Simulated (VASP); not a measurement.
# GaAs in VASP: further runs, part 2 of 2

VASP 6.6.1.

## 4. Relaxation of the atoms, PBE

This run uses another cell than the first one.

Input file INCAR:

```
PREC = Accurate ; ENCUT = 520
EDIFF = 1E-6 ; ISMEAR = 0
SIGMA = 0.05 ; LREAL = Auto
LASPH = True ; NELM = 60
ALGO = Fast ; ISIF = 2
LWAVE = False ; LCHARG = False
LDIPOL = True ; IDIPOL = 3
DIPOL = 0.5 0.5 0.500 ; GGA = PE
IBRION = 2 ; NSW = 90
EDIFFG = -0.03
```

Input file KPOINTS:

```
Automatic mesh
0
Gamma
  2 2 1
```

Input file POSCAR:

```
GaAs
1.0
    8.1252007246      0.0000000000      0.0000000000
   -4.0626003623      7.0366302384      0.0000000000
    0.0000000000      0.0000000000     20.1463741319
As Ga
8 8
Selective dynamics
Direct
    0.5000000000      0.0000000000      0.3970937871  F F F
    0.5000000000      0.5000000000      0.3970937871  F F F
    0.0000000000      0.0000000000      0.3970937871  F F F
    0.0000000000      0.5000000000      0.3970937871  F F F
    0.6666666667      0.8333333333      0.5617437278  T T T
    0.6666666667      0.3333333333      0.5617437278  T T T
    0.1666666667      0.8333333333      0.5617437278  T T T
    0.1666666667      0.3333333333      0.5617437278  T T T
    0.1666666667      0.8333333333      0.4382562722  F F F
    0.1666666667      0.3333333333      0.4382562722  F F F
    0.6666666667      0.8333333333      0.4382562722  F F F
    0.6666666667      0.3333333333      0.4382562722  F F F
    0.3333333333      0.6666666667      0.6029062129  T T T
    0.3333333333      0.1666666667      0.6029062129  T T T
    0.8333333333      0.6666666667      0.6029062129  T T T
    0.8333333333      0.1666666667      0.6029062129  T T T
```

Potentials or basis: VASP PAW PBE potentials, release 64 (As, Ga_d).

Run with:

```sh
$ cat potpaw_PBE.64/As/POTCAR potpaw_PBE.64/Ga_d/POTCAR > POTCAR
$ mpirun -np 1 vasp_std > vasp.out
```

OUTCAR:

```text
PREC = Accurate
   ENCUT = 520
   EDIFF = 1E-6
   ISMEAR = 0
   LREAL = Auto
   LASPH = True
   NELM = 60
   ISIF = 2
   GGA = PE
   IBRION = 2
   NSW = 90
   EDIFFG = -0.03

 ion  position               nearest neighbor table
   1  0.500  0.000  0.397-   9 2.49  12 2.49  11 2.49
   2  0.500  0.500  0.397-  10 2.49  11 2.49  12 2.49
   3  0.000  0.000  0.397-  11 2.49  10 2.49   9 2.49
   4  0.000  0.500  0.397-  12 2.49   9 2.49  10 2.49
   5  0.667  0.833  0.562-  15 2.49  13 2.49  16 2.49  11 2.49
   6  0.667  0.333  0.562-  16 2.49  14 2.49  15 2.49  12 2.49
   7  0.167  0.833  0.562-  13 2.49  15 2.49  14 2.49   9 2.49
   8  0.167  0.333  0.562-  14 2.49  16 2.49  13 2.49  10 2.49
   9  0.167  0.833  0.438-   1 2.49   4 2.49   3 2.49   7 2.49
  10  0.167  0.333  0.438-   2 2.49   3 2.49   4 2.49   8 2.49
  11  0.667  0.833  0.438-   3 2.49   2 2.49   1 2.49   5 2.49
  12  0.667  0.333  0.438-   4 2.49   1 2.49   2 2.49   6 2.49
  13  0.333  0.667  0.603-   7 2.49   5 2.49   8 2.49
  14  0.333  0.167  0.603-   8 2.49   6 2.49   7 2.49
  15  0.833  0.667  0.603-   5 2.49   7 2.49   6 2.49
  16  0.833  0.167  0.603-   6 2.49   8 2.49   5 2.49
[... 7 lines left out ...]
 A1 = (   8.1252007246,   0.0000000000,   0.0000000000)
 A2 = (  -4.0626003623,   7.0366302384,   0.0000000000)
 A3 = (   0.0000000000,   0.0000000000,  20.1463741319)

Analysis of symmetry for initial positions (statically):
=====================================================================
 Subroutine PRICEL returns following result:

  LATTYP: Found a hexagonal cell.
 ALAT       =     4.0626003623
 C/A-ratio  =     4.9589849690
[... 12 lines left out ...]
 Subroutine GETGRP returns: Found  6 space group operations
 (whereof  6 operations were pure point group operations)
 out of a pool of 24 trial point group operations.

The static configuration has the point symmetry C_3v.

Analysis of symmetry for dynamics (positions and initial velocities):
=====================================================================
 Subroutine PRICEL returns following result:

  LATTYP: Found a hexagonal cell.
 ALAT       =     4.0626003623
 C/A-ratio  =     4.9589849690
[... 12 lines left out ...]
 Subroutine GETGRP returns: Found  6 space group operations
 (whereof  6 operations were pure point group operations)
 out of a pool of 24 trial point group operations.

The dynamic configuration has the point symmetry C_3v.

Analysis of constrained symmetry for selective dynamics:
=====================================================================
 Subroutine PRICEL returns following result:

  LATTYP: Found a hexagonal cell.
 ALAT       =     4.0626003623
 C/A-ratio  =     4.9589849690
[... 12 lines left out ...]
 Subroutine GETGRP returns: Found  6 space group operations
 (whereof  6 operations were pure point group operations)
 out of a pool of 24 trial point group operations.

The constrained configuration has the point symmetry C_3v.

 Subroutine INISYM returns: Found  6 space group operations
 (whereof  6 operations are pure point group operations),
 and found     4 'primitive' translations

----------------------------------------------------------------------------------------

                                     Primitive cell

  volume of cell :     287.9624

  direct lattice vectors                    reciprocal lattice vectors
     4.062600362  0.000000000  0.000000000     0.246147765  0.142113478  0.000000000
[... 63 lines left out ...]
   LSORBIT =      F    spin-orbit coupling
   LASPH  =      T    aspherical Exc in radial PAW
   ENCUT  =  520.0 eV  38.22 Ry    6.18 a.u.  15.11 15.11 37.46*2*pi/ulx,y,z
   NELM   =     60;   NELMIN=  2; NELMDL= -5     # of ELM steps
   EDIFF  = 0.1E-05   stopping-criterion for ELM
   LREAL  =      T    real-space projection
   EDIFFG = -.3E-01   stopping-criterion for IOM
   NSW    =     90    number of steps for IOM
   IBRION =      2    ionic relax: 0-MD 1-quasi-New 2-CG
   NFREE  =      1    steps in history (QN), initial steepest desc. (CG)
   ISIF   =      2    stress and relaxation
   ISYM   =      2    0-nonsym 1-usesym 2-fastsym
   POTIM  = 0.5000    time-step for ionic-motion
   TEBEG  =    0.0;   TEEND  =   0.0 temperature during run
   PSTRESS=    0.0 pullay stress
   NELECT =     144.0000    total number of electrons
   NUPDOWN=      -1.0000    fix difference up-down
   EMIN   =  10.00;   EMAX   =-10.00  energy-range for DOS
   EFERMI =   0.00;   METHOD = LEGACY
   ISMEAR =     0;   SIGMA  =   0.05  broadening in eV -4-tet -1-fermi 0-gaus
   EFERMI_NEDOS =   21; number of points for ismear=-14 and -15
   IALGO  =     68    algorithm
   IMIX   =      4    mixing-type and parameters
     AMIX     =   0.40;   BMIX     =  1.00
     AMIX_MAG =   1.60;   BMIX_MAG =  1.00
  volume/ion in A,a.u.               =      71.99       485.82
  Fermi-wavevector in a.u.,A,eV,Ry     =   0.818585  1.546901  9.117010  0.670081
  Thomas-Fermi vector in A             =   1.929238
   LORBIT       =      0    0 simple, 1 ext, 2 COOP (PROOUT), +10 PAW based schemes
   GGA     = PE    functional components
   LHFCALC =     F    Hartree Fock is set to
   AEXX    =    0.0000 exact exchange contribution
   IVDW    =     0    specifies the selected vdW correction
   LEPSILON=     F    determine dielectric tensor
   LRPA    =     F    only Hartree local field effects (RPA)
 conjugate gradient relaxation of ions
 non-spin polarized calculation
 RMM-DIIS sequential band-by-band and
 Gauss-broadening in eV      SIGMA  =   0.05
  energy-cutoff  :      520.00
  volume of cell :     1151.85
 maximum number of plane-waves:     31054
   NGX = 31   NGY = 31   NGZ = 75

--------------------------------------- Ionic step        1  -------------------------------------------

 number of electron     143.9999935 magnetization

 Free energy of the ion-electron system (eV)
  ---------------------------------------------------
  ext. energy  EPLUGINS =         0.00000000
  ---------------------------------------------------
  free energy    TOTEN  =       -59.35402064 eV

  energy without entropy =      -59.33424298  energy(sigma->0) =      -59.34413181

------------------------ aborting loop because EDIFF is reached ----------------------------------------

  FORCE on cell =-STRESS in cart. coord.  units (eV):
  Direction    XX          YY          ZZ          XY          YZ          ZX
  --------------------------------------------------------------------------------------
  -------------------------------------------------------------------------------------
  Total       -1.4732721     -1.4732721      4.0204777      0.0000000      0.0000000      0.0000000
  in kB       -2.0492636     -2.0492636      5.5923265      0.0000000      0.0000000      0.0000000
  external PRESSURE =       0.4979331 kB  Pullay stress =       0.0000000 kB
[... 337 lines left out ...]
--------------------------------------- Ionic step        8  -------------------------------------------

 number of electron     143.9999858 magnetization

 dipolmoment           0.000000      0.000000     -0.635225 electrons x Angstroem

 Free energy of the ion-electron system (eV)
  ---------------------------------------------------
  ext. energy  EPLUGINS =         0.00000000
  ---------------------------------------------------
  free energy    TOTEN  =       -59.92061948 eV

  energy without entropy =      -59.90651474  energy(sigma->0) =      -59.91356711

 E-fermi :  -1.7710     XC(G=0):  -3.7613

 val. band max:       -1.7710236298   @ k =   0.0000   0.0000   0.0000
 cond. band min:      -1.7710218597   @ k =   0.0000   0.0000   0.0000
 fundamental gap:      0.0000017701
 Fermi energy:        -1.7710227440

 k-point     1 :       0.0000    0.0000    0.0000
  band No.  band energies     occupation
      1     -17.5089      2.00000
      2     -17.4857      2.00000
      3     -17.4857      2.00000
      4     -17.4857      2.00000
      5     -17.4224      2.00000
      6     -17.4224      2.00000
[... 76 lines left out ...]
     83       0.3583      0.00000
     84       0.4054      0.00000

 k-point     2 :       0.5000   -0.0000    0.0000
  band No.  band energies     occupation
      1     -17.4933      2.00000
      2     -17.4933      2.00000
      3     -17.4772      2.00000
      4     -17.4772      2.00000
      5     -17.4262      2.00000
      6     -17.4262      2.00000
[... 76 lines left out ...]
     83       1.9139      0.00000
     84       1.9139      0.00000
 [bands above 84 left out]

------------------------ aborting loop because EDIFF is reached ----------------------------------------

 vacuum level on the upper side and lower side of the slab       (xc-potential included)        -1.035         0.973

  FORCE on cell =-STRESS in cart. coord.  units (eV):
  Direction    XX          YY          ZZ          XY          YZ          ZX
  --------------------------------------------------------------------------------------
  -------------------------------------------------------------------------------------
  Total        3.9158043      3.9158043      0.2287626      0.0000000      0.0000000      0.0000000
  in kB        5.4467299      5.4467299      0.3181998      0.0000000      0.0000000      0.0000000
  external PRESSURE =       3.7372199 kB  Pullay stress =       0.0000000 kB
[... 31 lines left out ...]
  FREE ENERGIE OF THE ION-ELECTRON SYSTEM (eV)
  ---------------------------------------------------
  free  energy   TOTEN  =       -59.9206194769 eV

  energy  without entropy=      -59.9065147356  energy(sigma->0) =      -59.91356711

 reached required accuracy - stopping structural energy minimisation

 vacuum level on the upper side and lower side of the slab         1.589         3.694
```

It took 39 min on 1 thread of Oxide Virtual Turin-like, shared host; peak memory 1.1 GiB.

What came out:

```
Free energy               : -59.9206 eV
Energy gained by relaxing : 35.4 meV/atom
Ionic steps               : 8
Band gap on the k mesh    : zero (filled and empty bands touch)
```

The path:
| step | energy change (eV) | largest force on free atoms (eV/Å) | pressure (GPa) |
| --- | --- | --- | --- |
| 1 | 0.0000 | 1.2365 | 0.05 |
| 2 | -0.2717 | 0.7013 | 0.08 |
| 3 | -0.4777 | 0.3729 | 0.25 |
| 4 | -0.5011 | 0.2543 | 0.43 |
| 5 | -0.5638 | 0.0577 | 0.40 |
| 6 | -0.5640 | 0.0431 | 0.39 |
| 7 | -0.5647 | 0.0373 | 0.39 |
| 8 | -0.5666 | 0.0298 | 0.37 |

Final structure:
```cif
data_structure
_symmetry_space_group_name_H-M 'P 1'
_symmetry_Int_Tables_number 1
_cell_length_a 8.1252
_cell_length_b 8.1252
_cell_length_c 20.1464
_cell_angle_alpha 90.000
_cell_angle_beta 90.000
_cell_angle_gamma 120.000
_cell_volume 1151.85
loop_
_atom_site_label
_atom_site_type_symbol
_atom_site_fract_x
_atom_site_fract_y
_atom_site_fract_z
_atom_site_occupancy
As1 As 0.50000 0.00000 0.39709 1
As2 As 0.50000 0.50000 0.39709 1
As3 As 0.00000 0.00000 0.39709 1
As4 As 0.00000 0.50000 0.39709 1
As5 As 0.66667 0.83333 0.57375 1
As6 As 0.66667 0.33333 0.57375 1
As7 As 0.16667 0.83333 0.57375 1
As8 As 0.16667 0.33333 0.57375 1
Ga1 Ga 0.16667 0.83333 0.43826 1
Ga2 Ga 0.16667 0.33333 0.43826 1
Ga3 Ga 0.66667 0.83333 0.43826 1
Ga4 Ga 0.66667 0.33333 0.43826 1
Ga5 Ga 0.33333 0.66667 0.59838 1
Ga6 Ga 0.33333 0.16667 0.59838 1
Ga7 Ga 0.83333 0.66667 0.59838 1
Ga8 Ga 0.83333 0.16667 0.59838 1
```

Caveat: the k points lie up to 0.45 Å⁻¹ apart.

## 5. The runs side by side

| task | cell | atoms held fixed (from 0) | gap on the mesh (eV) | largest force (eV/Å) |
| --- | --- | --- | --- | --- |
| single point | a = 8.125, b = 8.125, c = 25.528 Å, angles 90.0, 90.0, 120.0°, 16 atoms, atomic positions A | - | 0.05 | 0.53 |
| single point | a = 8.125, b = 8.125, c = 20.146 Å, angles 90.0, 90.0, 120.0°, 16 atoms, atomic positions B | - | none | 0.16 |
| relaxation of the atoms | atoms relaxed from a = 8.125, b = 8.125, c = 20.146 Å, angles 90.0, 90.0, 120.0°, 16 atoms, atomic positions C | [0, 1, 2, 3, 8, 9, 10, 11] | none | - |

Alike in all rows: level PBE; potentials or basis VASP PAW PBE potentials, release 64 (As, Ga_d); no spin polarisation; k mesh 2 × 2 × 1; cutoff (eV) 520; smearing gaussian 0.05 eV.

Caveats: all runs use coarse meshes; semilocal functionals underestimate gaps, and a narrow one can read as zero (at least some runs).

Absolute energies hang on the potentials; compare differences alone.
